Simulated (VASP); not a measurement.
# WSe2 (P6_3/mmc) in VASP: further runs

WSe2 is run at these levels: PBE; tasks: single point, relaxation of cell and atoms.

Everything below comes from runs of VASP 6.6.1. Logs are shortened: lines on timing, memory, paths and dates and some standing lists are left out, and cuts for length are marked.

### Step 1. The cell of the first run

The structure is hexagonal, space group P6_3/mmc (No. 194). The conventional cell has a = 3.321 Å, b = 3.321 Å, c = 15.262 Å, α = 90.00°, β = 90.00°, γ = 120.00°. Within 3.4 Å of W (site symmetry -6m2) lie 6 Se at 2.55 Å and 6 W at 3.32 Å. Within 3.4 Å of Se (site symmetry 3m) lie 3 W at 2.55 Å and 7 Se at 3.32 to 3.36 Å.

### Step 2. Single point, PBE

The input, INCAR:

```
SYSTEM = WSe2
PREC     = Accurate       ! precision mode
ENCUT    = 520            ! plane-wave cutoff, eV
EDIFF    = 1E-6           ! SCF threshold, eV
ISMEAR   = 0              ! smearing method
SIGMA    = 0.02           ! smearing width, eV
LREAL    = .FALSE.        ! projectors in reciprocal space
LASPH    = .TRUE.         ! aspherical terms in the spheres
NELM     = 100            ! most SCF steps
ALGO     = Normal         ! electronic algorithm
ISIF     = 2              ! what is computed and relaxed
LWAVE    = .FALSE.        ! write WAVECAR
LCHARG   = .FALSE.        ! write CHGCAR
GGA      = PE             ! functional
NBANDS   = 35             ! bands
```

The input, KPOINTS:

```
regular mesh
0
G
  12 12 2
  0 0 0
```

The input, POSCAR:

```
WSe2
1.0
    3.3211240121      0.0000000000      0.0000000000
   -1.6605620060      2.8761777636      0.0000000000
    0.0000000000      0.0000000000     15.2615452569
W Se
2 4
Direct
    0.3333333333      0.6666666667      0.2500000000
    0.6666666667      0.3333333333      0.7500000000
    0.3333333333      0.6666666667      0.6400364615
    0.6666666667      0.3333333333      0.1400364615
    0.3333333333      0.6666666667      0.8599635385
    0.6666666667      0.3333333333      0.3599635385
```

Potentials or basis: VASP PAW PBE potentials, release 64 (W_sv, Se).

Started as:

```console
$ cat potpaw_PBE.64/W_sv/POTCAR potpaw_PBE.64/Se/POTCAR > POTCAR
$ mpirun -np 1 vasp_std > vasp.out
```

OUTCAR:

```text
SYSTEM = WSe2
   PREC = Accurate
   ENCUT = 520
   EDIFF = 1E-6
   ISMEAR = 0
   LREAL = .FALSE.
   LASPH = .TRUE.
   NELM = 100
   ISIF = 2
   GGA = PE

 ion  position               nearest neighbor table
   1  0.333  0.667  0.250-   4 2.55   6 2.55   4 2.55   6 2.55   4 2.55   6 2.55
   2  0.667  0.333  0.750-   3 2.55   5 2.55   3 2.55   5 2.55   3 2.55   5 2.55
   3  0.333  0.667  0.640-   2 2.55   2 2.55   2 2.55
   4  0.667  0.333  0.140-   1 2.55   1 2.55   1 2.55
   5  0.333  0.667  0.860-   2 2.55   2 2.55   2 2.55
   6  0.667  0.333  0.360-   1 2.55   1 2.55   1 2.55

  LATTYP: Found a hexagonal cell.
 ALAT       =     3.3211240121
 C/A-ratio  =     4.5952952077

  Lattice vectors:

 A1 = (   3.3211240121,   0.0000000000,   0.0000000000)
 A2 = (  -1.6605620060,   2.8761777636,   0.0000000000)
 A3 = (   0.0000000000,   0.0000000000,  15.2615452569)

Analysis of symmetry for initial positions (statically):
=====================================================================
 Subroutine PRICEL returns:
 Original cell was already a primitive cell.

 Routine SETGRP: Setting up the symmetry group for a
 hexagonal supercell.

 Subroutine GETGRP returns: Found 24 space group operations
 (whereof 12 operations were pure point group operations)
 out of a pool of 24 trial point group operations.

The static configuration has the point symmetry D_3d.
 The point group associated with its full space group is D_6h.

Analysis of symmetry for dynamics (positions and initial velocities):
=====================================================================
 Subroutine PRICEL returns:
 Original cell was already a primitive cell.

 Routine SETGRP: Setting up the symmetry group for a
 hexagonal supercell.

 Subroutine GETGRP returns: Found 24 space group operations
 (whereof 12 operations were pure point group operations)
 out of a pool of 24 trial point group operations.

The dynamic configuration has the point symmetry D_3d.
 The point group associated with its full space group is D_6h.

 Subroutine INISYM returns: Found 24 space group operations
 (whereof 12 operations are pure point group operations),
 and found     1 'primitive' translations

----------------------------------------------------------------------------------------

                                     Primitive cell

  volume of cell :     145.7805

  direct lattice vectors                    reciprocal lattice vectors
     3.321124012  0.000000000  0.000000000     0.301102879  0.173841828  0.000000000
    -1.660562006  2.876177764  0.000000000     0.000000000  0.347683656  0.000000000
     0.000000000  0.000000000 15.261545257     0.000000000  0.000000000  0.065524164

  length of vectors
     3.321124012  3.321124012 15.261545257     0.347683656  0.347683656  0.065524164

  position of ions in fractional coordinates (direct lattice)
     0.333333333  0.666666667  0.250000000
     0.666666667  0.333333333  0.750000000
     0.333333333  0.666666667  0.640036462
     0.666666667  0.333333333  0.140036462
     0.333333333  0.666666667  0.859963538
     0.666666667  0.333333333  0.359963538

  ion indices of the primitive-cell ions
   primitive index   ion index
                 1           1
                 2           2
                 3           3
                 4           4
                 5           5
                 6           6

----------------------------------------------------------------------------------------

 KPOINTS: regular mesh

Automatic generation of k-mesh.
 Grid dimensions read from file:
 generate k-points for:   12   12    2

 Generating k-lattice:

  Cartesian coordinates                     Fractional coordinates (reciprocal lattice)
     0.025091907  0.014486819  0.000000000     0.083333333  0.000000000  0.000000000
     0.000000000  0.028973638  0.000000000     0.000000000  0.083333333  0.000000000
     0.000000000  0.000000000  0.032762082     0.000000000  0.000000000  0.500000000

  Length of vectors
     0.028973638  0.028973638  0.032762082

  Shift w.r.t. Gamma in fractional coordinates (k-lattice)
     0.000000000  0.000000000  0.000000000

 Subroutine IBZKPT returns following result:
 ===========================================

 Found     38 irreducible k-points:

 Following reciprocal coordinates:
            Coordinates               Weight
  0.000000  0.000000  0.000000      1.000000
  0.083333 -0.000000  0.000000      6.000000
  0.166667  0.000000  0.000000      6.000000
  0.250000  0.000000  0.000000      6.000000
  0.333333  0.000000  0.000000      6.000000
  0.416667  0.000000  0.000000      6.000000
[... 16 lines left out ...]
  0.250000  0.000000  0.500000      6.000000
  0.333333  0.000000  0.500000      6.000000
 [... further k-points ...]
   k-points           NKPTS =     38   k-points in BZ     NKDIM =     38   number of bands    NBANDS=     35
   number of dos      NEDOS =    301   number of ions     NIONS =      6
   total plane-waves  NPLWV =  94080
   dimension x,y,z NGX =    28 NGY =   28 NGZ =  120
   dimension x,y,z NGXF=    56 NGYF=   56 NGZF=  240
   ions per type =               2   4
   NGX,Y,Z   is equivalent  to a cutoff of  14.02, 14.02, 13.07 a.u.
   NGXF,Y,Z  is equivalent  to a cutoff of  28.03, 28.03, 26.14 a.u.
 SYSTEM =  WSe2
   PREC   = accura    normal or accurate (medium, high low for compatibility)
   ISTART =      0    job   : 0-new  1-cont  2-samecut
   ICHARG =      2    charge: 1-file 2-atom 10-const
   ISPIN  =      1    spin polarized calculation?
   LNONCOLLINEAR =      F non collinear calculations
   LSORBIT =      F    spin-orbit coupling
   LASPH  =      T    aspherical Exc in radial PAW
   ENCUT  =  520.0 eV  38.22 Ry    6.18 a.u.   6.18  6.18 28.38*2*pi/ulx,y,z
   NELM   =    100;   NELMIN=  2; NELMDL= -5     # of ELM steps
   EDIFF  = 0.1E-05   stopping-criterion for ELM
   LREAL  =      F    real-space projection
[... 7 lines left out ...]
   TEBEG  =    0.0;   TEEND  =   0.0 temperature during run
   PSTRESS=    0.0 pullay stress
   NELECT =      52.0000    total number of electrons
   NUPDOWN=      -1.0000    fix difference up-down
   EMIN   =  10.00;   EMAX   =-10.00  energy-range for DOS
   EFERMI =   0.00;   METHOD = LEGACY
   ISMEAR =     0;   SIGMA  =   0.02  broadening in eV -4-tet -1-fermi 0-gaus
   EFERMI_NEDOS =   21; number of points for ismear=-14 and -15
   IALGO  =     38    algorithm
   IMIX   =      4    mixing-type and parameters
     AMIX     =   0.40;   BMIX     =  1.00
     AMIX_MAG =   1.60;   BMIX_MAG =  1.00
  volume/ion in A,a.u.               =      24.30       163.96
  Fermi-wavevector in a.u.,A,eV,Ry     =   1.161028  2.194026 18.340475  1.347987
  Thomas-Fermi vector in A             =   2.297605
   LORBIT       =      0    0 simple, 1 ext, 2 COOP (PROOUT), +10 PAW based schemes
   GGA     = PE    functional components
   LHFCALC =     F    Hartree Fock is set to
   AEXX    =    0.0000 exact exchange contribution
   IVDW    =     0    specifies the selected vdW correction
   LEPSILON=     F    determine dielectric tensor
   LRPA    =     F    only Hartree local field effects (RPA)
 non-spin polarized calculation
 Gauss-broadening in eV      SIGMA  =   0.02
  energy-cutoff  :      520.00
  volume of cell :      145.78
 maximum number of plane-waves:      3952
 NGX is ok and might be reduce to    28
   NGX = 13   NGY = 13   NGZ = 57

 number of electron      51.9999999 magnetization

 Free energy of the ion-electron system (eV)
  ---------------------------------------------------
  ext. energy  EPLUGINS =         0.00000000
  ---------------------------------------------------
  free energy    TOTEN  =       -43.25656754 eV

  energy without entropy =      -43.25656754  energy(sigma->0) =      -43.25656754

 E-fermi :   4.4116     XC(G=0):  -9.5130

 val. band max:        4.1508365745   @ k =   0.3333   0.3333   0.0000
 cond. band min:       5.6275173940   @ k =   0.1667   0.1667   0.0000
 fundamental gap:      1.4766808195
 Fermi energy:         4.4116299443

 k-point     1 :       0.0000    0.0000    0.0000
  band No.  band energies     occupation
      1     -69.9520      2.00000
      2     -69.9520      2.00000
      3     -34.1706      2.00000
      4     -34.1706      2.00000
      5     -34.0693      2.00000
      6     -34.0693      2.00000
[... 27 lines left out ...]
     34       7.2044      0.00000
     35       8.4202      0.00000

 k-point     2 :       0.0833   -0.0000    0.0000
  band No.  band energies     occupation
      1     -69.9514      2.00000
      2     -69.9514      2.00000
      3     -34.1679      2.00000
      4     -34.1679      2.00000
      5     -34.0835      2.00000
      6     -34.0834      2.00000
[... 27 lines left out ...]
     34       7.2089      0.00000
     35       8.9859      0.00000

 k-point     3 :       0.1667    0.0000    0.0000
  band No.  band energies     occupation
      1     -69.9498      2.00000
      2     -69.9498      2.00000
      3     -34.1606      2.00000
      4     -34.1606      2.00000
      5     -34.1218      2.00000
      6     -34.1218      2.00000
[... 27 lines left out ...]
     34       7.6142      0.00000
     35       9.7086      0.00000

 k-point     4 :       0.2500    0.0000    0.0000
  band No.  band energies     occupation
      1     -69.9476      2.00000
      2     -69.9475      2.00000
      3     -34.1737      2.00000
      4     -34.1737      2.00000
      5     -34.1507      2.00000
      6     -34.1507      2.00000
[... 27 lines left out ...]
     34       8.0222      0.00000
     35      10.0500      0.00000

 k-point     5 :       0.3333    0.0000    0.0000
  band No.  band energies     occupation
      1     -69.9453      2.00000
      2     -69.9453      2.00000
      3     -34.2252      2.00000
      4     -34.2252      2.00000
      5     -34.1407      2.00000
      6     -34.1407      2.00000
[... 638 lines left out ...]
 k-point    22 :       0.1667    0.0000    0.5000
  band No.  band energies     occupation
      1     -69.9498      2.00000
      2     -69.9498      2.00000
      3     -34.1606      2.00000
      4     -34.1606      2.00000
      5     -34.1218      2.00000
      6     -34.1218      2.00000
[... 27 lines left out ...]
     34       7.6023      0.00000
     35      10.0582      0.00000

 k-point    23 :       0.2500    0.0000    0.5000
  band No.  band energies     occupation
      1     -69.9476      2.00000
      2     -69.9476      2.00000
      3     -34.1737      2.00000
      4     -34.1737      2.00000
      5     -34.1507      2.00000
      6     -34.1507      2.00000
[... 27 lines left out ...]
     34       8.0014      0.00000
     35      10.3688      0.00000

 k-point    24 :       0.3333    0.0000    0.5000
  band No.  band energies     occupation
      1     -69.9453      2.00000
      2     -69.9453      2.00000
      3     -34.2252      2.00000
      4     -34.2252      2.00000
      5     -34.1407      2.00000
      6     -34.1407      2.00000
[... 27 lines left out ...]
     34       8.2806      0.00000
     35      10.0596      0.00000

 [... further k-points ...]

------------------------ aborting loop because EDIFF is reached ----------------------------------------

  FORCE on cell =-STRESS in cart. coord.  units (eV):
  Direction    XX          YY          ZZ          XY          YZ          ZX
  --------------------------------------------------------------------------------------
  -------------------------------------------------------------------------------------
  Total        0.1685321      0.1685321      0.2666626      0.0000000      0.0000000      0.0000000
  in kB        1.8522253      1.8522253      2.9307136      0.0000000      0.0000000      0.0000000
  external PRESSURE =       2.2117214 kB  Pullay stress =       0.0000000 kB

 VOLUME and BASIS-vectors are now :
 -----------------------------------------------------------------------------
  energy-cutoff  :      520.00
  volume of cell :      145.78
      direct lattice vectors                 reciprocal lattice vectors
     3.321124012  0.000000000  0.000000000     0.301102879  0.173841828  0.000000000
    -1.660562006  2.876177764  0.000000000     0.000000000  0.347683656  0.000000000
     0.000000000  0.000000000 15.261545257     0.000000000  0.000000000  0.065524164

 POSITION                                       TOTAL-FORCE (eV/Angst)
 -----------------------------------------------------------------------------------
     -0.00000      1.91745      3.81539        -0.000000      0.000000      0.000000
      1.66056      0.95873     11.44616        -0.000000     -0.000000      0.000000
     -0.00000      1.91745      9.76795         0.000000     -0.000000     -0.042107
      1.66056      0.95873      2.13717         0.000000      0.000000     -0.042107
     -0.00000      1.91745     13.12437         0.000000      0.000000      0.042107
      1.66056      0.95873      5.49360         0.000000      0.000000      0.042107
 -----------------------------------------------------------------------------------
    total drift:                                0.000000     -0.000000      0.000000

  FREE ENERGIE OF THE ION-ELECTRON SYSTEM (eV)
  ---------------------------------------------------
  free  energy   TOTEN  =       -43.2565675387 eV

  energy  without entropy=      -43.2565675387  energy(sigma->0) =      -43.25656754
```

Run time: 2.8 min. Hardware: 1 thread of AMD EPYC 7R13 (Zen 3), shared host; peak memory 0.34 GiB.

What came out:

```yaml
Free_energy: -43.2566 eV
Pressure: 0.2 GPa
Largest_force: 0.042 eV/Å
Band_gap_on_the_k_mesh: 1.48 eV (least direct gap 1.52 eV)
```

Forces on the atoms (eV/Å):
```
W    0.000  0.000  0.000
W    0.000  0.000  0.000
Se   0.000  0.000 -0.042
Se   0.000  0.000 -0.042
Se   0.000  0.000  0.042
Se   0.000  0.000  0.042
```

Stress tensor (GPa, compression positive):
```
0.19 0.00 0.00
0.00 0.19 0.00
0.00 0.00 0.29
```

Levels at points of the mesh, in eV from the valence-band top:
| k point | band 24 | band 25 | band 26 | band 27 | band 28 | band 29 |
| --- | --- | --- | --- | --- | --- | --- |
| (0.00, 0.00, 0.00) | -1.25 | -0.55 | -0.10 | 2.87 | 2.87 | 2.88 |
| (0.50, 0.00, 0.00) | -0.99 | -0.98 | -0.96 | 2.32 | 2.33 | 2.64 |
| (0.00, 0.00, 0.50) | -1.26 | -0.27 | -0.27 | 2.87 | 2.87 | 2.87 |
| (0.50, 0.00, 0.50) | -1.00 | -0.97 | -0.97 | 2.32 | 2.32 | 2.69 |

Caveat: spin-orbit coupling is left out, which moves the levels of the heavy elements; this functional lacks dispersion, which binds the layers, so the pressure and a relaxed spacing across them are unreliable. A k mesh can miss the band edges.

### Step 3. Relaxation of cell and atoms, PBE

This run uses another cell than the first one, of 19.85 Å³/atom.

The input, INCAR:

```
PREC = Accurate
ENCUT = 600
EDIFF = 1E-6
ISMEAR = 0
SIGMA = 0.02
LREAL = F
LASPH = T
NELM = 100
ALGO = Normal
ISIF = 3
LWAVE = F
LCHARG = F
GGA = PE
IBRION = 2
NSW = 70
EDIFFG = -0.005
```

The input, KPOINTS:

```
regular mesh
0
Gamma
  12 12 2
```

The input, POSCAR:

```
WSe2
1.0
    3.2790275148      0.0000000000      0.0000000000
   -1.6395137574      2.8397211276      0.0000000000
    0.0000000000      0.0000000000     12.7886116041
W Se
2 4
Direct
    0.3333333333      0.6666666667      0.2500000000
    0.6666666667      0.3333333333      0.7500000000
    0.3333333333      0.6666666667      0.6182912265
    0.6666666667      0.3333333333      0.1182912265
    0.3333333333      0.6666666667      0.8817087735
    0.6666666667      0.3333333333      0.3817087735
```

Potentials or basis: VASP PAW PBE potentials, release 64 (W_sv, Se).

Started as:

```console
$ cat potpaw_PBE.64/W_sv/POTCAR potpaw_PBE.64/Se/POTCAR > POTCAR
$ mpirun -np 1 vasp_std > vasp.out
```

Wall time 24 min (1 thread of AMD EPYC 7R13 (Zen 3), shared host); peak memory 0.36 GiB.

Results (log left out):

- Free energy: -43.2527 eV
- Relaxed volume: 23.42 Å³/atom
- Relaxed cell: a = 3.323 Å, b = 3.323 Å, c = 14.698 Å, α = 90.00°, β = 90.00°, γ = 120.00°
- Space group after relaxing (to 0.1 Å): P6_3/mmc (No. 194)
- Energy gained by relaxing: 29.0 meV/atom
- Ionic steps: 17
- Pressure after relaxing: 0.0 GPa
- Largest force after relaxing: 0.003 eV/Å
- Band gap on the k mesh: 1.41 eV (least direct gap 1.51 eV)

Forces on the atoms (eV/Å):
```
W    0.000  0.000  0.000
W    0.000  0.000  0.000
Se   0.000  0.000  0.003
Se   0.000  0.000  0.003
Se   0.000  0.000 -0.003
Se   0.000  0.000 -0.003
```

Step by step:
| step | energy change (eV) | largest force (eV/Å) | pressure (GPa) | volume (Å³) |
| --- | --- | --- | --- | --- |
| 1 | 0.0000 | 0.0404 | 4.30 | 119.08 |
| 2 | 0.0679 | 1.1133 | -5.71 | 128.49 |
| 3 | -0.0457 | 0.4374 | 0.03 | 122.62 |
| 4 | -0.0710 | 0.2656 | -0.02 | 124.05 |
| 5 | -0.0803 | 0.0802 | -0.03 | 125.57 |
| 6 | -0.1027 | 0.0597 | 0.07 | 126.57 |
| 7 | -0.1442 | 0.0079 | 0.55 | 129.51 |
| 8 | -0.1507 | 0.1991 | 2.33 | 135.18 |
| 9 | -0.1608 | 0.0683 | 1.48 | 136.83 |
| 10 | -0.1643 | 0.2357 | -0.43 | 140.94 |
| 11 | -0.1664 | 0.1203 | 0.27 | 139.37 |
| 12 | -0.1691 | 0.0997 | 0.21 | 139.60 |
| 13 | -0.1737 | 0.0365 | 0.04 | 140.30 |
| 14 | -0.1741 | 0.0110 | -0.03 | 140.58 |
| 15 | -0.1741 | 0.0131 | -0.02 | 140.55 |
| 16 | -0.1741 | 0.0071 | 0.00 | 140.53 |
| 17 | -0.1741 | 0.0032 | 0.01 | 140.51 |

Final structure:
```xyz
6
Lattice="3.3225 0.0000 0.0000 -1.6613 2.8774 0.0000 0.0000 0.0000 14.6976" Properties=species:S:1:pos:R:3 pbc="T T T"
W     0.0000    1.9183    3.6744
W     1.6613    0.9591   11.0232
Se    0.0000    1.9183    9.3430
Se    1.6613    0.9591    1.9942
Se    0.0000    1.9183   12.7034
Se    1.6613    0.9591    5.3546
```

Levels at points of the mesh, in eV from the valence-band top:
| k point | band 22 | band 23 | band 24 | band 25 | band 26 | band 27 | band 28 | band 29 | band 30 | band 31 |
| --- | --- | --- | --- | --- | --- | --- | --- | --- | --- | --- |
| (0.00, 0.00, 0.00) | -1.27 | -1.26 | -1.26 | -0.61 | -0.04 | 2.85 | 2.85 | 2.86 | 2.86 | 3.00 |
| (0.50, 0.00, 0.00) | -2.14 | -1.03 | -1.00 | -1.00 | -0.96 | 2.30 | 2.31 | 2.61 | 2.73 | 3.37 |
| (0.00, 0.00, 0.50) | -1.26 | -1.26 | -1.26 | -0.24 | -0.24 | 2.86 | 2.86 | 2.86 | 2.86 | 3.02 |
| (0.50, 0.00, 0.50) | -2.16 | -1.01 | -1.01 | -0.98 | -0.98 | 2.31 | 2.31 | 2.67 | 2.67 | 3.59 |

Caveat: the volume moved by over 15 % at a fixed basis, so the end points are rough; spin-orbit coupling is left out, which moves the levels of the heavy elements; this functional lacks dispersion, which binds the layers, so the pressure and a relaxed spacing across them are unreliable. A k mesh can miss the band edges.
